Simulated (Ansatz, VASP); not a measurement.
Two plane-wave programs on SnS

INCAR

```
SYSTEM = SnS
PREC = Accurate ; ENCUT = 500
EDIFF = 1E-6 ; ISMEAR = 0
SIGMA = 0.05 ; LREAL = .False.
LASPH = .True. ; NELM = 120
ALGO = Normal ; ISIF = 2
LWAVE = .False. ; LCHARG = .False.
GGA = PS ; NBANDS = 50
GGA_COMPAT = .False.
```

The input KPOINTS:

```
regular mesh
0
Gamma
  4 8 6
  0 0 0
```

POSCAR

```
SnS
1.0
   11.0967523774      0.0000000000      0.0000000000
    0.0000000000      4.0242523306      0.0000000000
    0.0000000000      0.0000000000      4.2315428581
Sn S
4 4
Direct
    0.1185767382      0.2500000000      0.1101694999
    0.3814232618      0.7500000000      0.6101694999
    0.6185767382      0.2500000000      0.3898305001
    0.8814232618      0.7500000000      0.8898305001
    0.8533462424      0.2500000000      0.4747534667
    0.6466537576      0.7500000000      0.9747534667
    0.3533462424      0.2500000000      0.0252465333
    0.1466537576      0.7500000000      0.5252465333
```

Input for Ansatz:

```yaml
crystal:
  lattice:
    - [11.0967523774, 0.0, 0.0]
    - [0.0, 4.0242523306, 0.0]
    - [0.0, 0.0, 4.2315428581]
  atoms:
    - { symbol: Sn, position: [0.1185767382, 0.25, 0.1101694999] }
    - { symbol: Sn, position: [0.3814232618, 0.75, 0.6101694999] }
    - { symbol: Sn, position: [0.6185767382, 0.25, 0.3898305001] }
    - { symbol: Sn, position: [0.8814232618, 0.75, 0.8898305001] }
    - { symbol: S, position: [0.8533462424, 0.25, 0.4747534667] }
    - { symbol: S, position: [0.6466537576, 0.75, 0.9747534667] }
    - { symbol: S, position: [0.3533462424, 0.25, 0.0252465333] }
    - { symbol: S, position: [0.1466537576, 0.75, 0.5252465333] }
basis:
  ecutwfc: 420
kpoints:
  mp_grid: { grid: [4, 8, 6] }
hamiltonian:
  xc: pbesol
scf:
  occupations: { method: gaussian, width: 0.05 }
output:
  forces: true
  stress: true
  eigenvalues: true
```

Change from the starting cell: strain +0.0100 x Voigt [0, 1, 0, 0, 0, 0], atoms carried along.

Alike in both runs: task single point; functional PBEsol; k mesh 4 × 8 × 6; occupations gaussian, width 0.05 eV; no spin polarisation.

|  | VASP | Ansatz |
| --- | --- | --- |
| version | VASP 6.6.1 | Ansatz 0.2.0 |
| potentials or method | VASP PAW PBE potentials, release 64 (Sn_d, S), cutoff 500 eV | scalar-relativistic, plane waves, PAW |
| valence electrons in the cell | 80 | 80 |

VASP gave:

| Item | Value |
| --- | --- |
| gap on the k mesh at the Fermi level (eV) | 0.86 |
| least direct gap on the mesh (eV) | 1.07 |
| pressure (GPa) | -0.6 |
| traceless stress, the component that is largest in VASP (GPa) | -0.40 |
| rms of the force components (eV/Å) | 0.018 |

Which values does Ansatz return?

gap on the k mesh at the Fermi level (eV): 0.86; least direct gap on the mesh (eV): 1.08; pressure (GPa): -0.6; traceless stress, the component that is largest in VASP (GPa): -0.40; rms of the force components (eV/Å): 0.023.

VASP's potentials were made for PBE, not for PBEsol. Atom by atom the forces differ by 0.005 eV/Å (rms over components).
